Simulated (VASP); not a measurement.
A run of VASP 6.6.1:

Contents of INCAR:

```
SYSTEM = Mo
ALGO = Fast
EDIFF = 1E-6
ENCUT = 520
GGA = PE
ISIF = 2
ISMEAR = 0
LASPH = .TRUE.
LCHARG = .FALSE.
LREAL = .FALSE.
LWAVE = .FALSE.
NBANDS = 13
NELM = 100
PREC = Accurate
SIGMA = 0.15
```

The input KPOINTS:

```
k-points
0
G
  22 22 22
  0 0 0
```

POSCAR

```
Mo
1.0
   -2.0899893020      1.5463557211      1.5463557211
    1.5463557211     -2.0899893020      1.5463557211
    1.5463557211      1.5463557211     -2.0899893020
Mo
1
Direct
    0.0000000000      0.0000000000      0.0000000000
```

Potentials or basis: VASP PAW PBE potentials, release 64 (Mo_sv).

Run with:

```console
$ cat potpaw_PBE.64/Mo_sv/POTCAR > POTCAR
$ mpirun -np 1 vasp_std > vasp.out
```

Hardware: 1 thread of Intel(R) Xeon(R) 6975P-C (Granite Rapids) (shared host).

Task: Estimate the wall time of this run.

Result: Wall time 63 s on 1 thread of Intel(R) Xeon(R) 6975P-C (Granite Rapids) (shared host), peak memory 0.28 GiB. Counts: scf iterations 11, k points 1024.
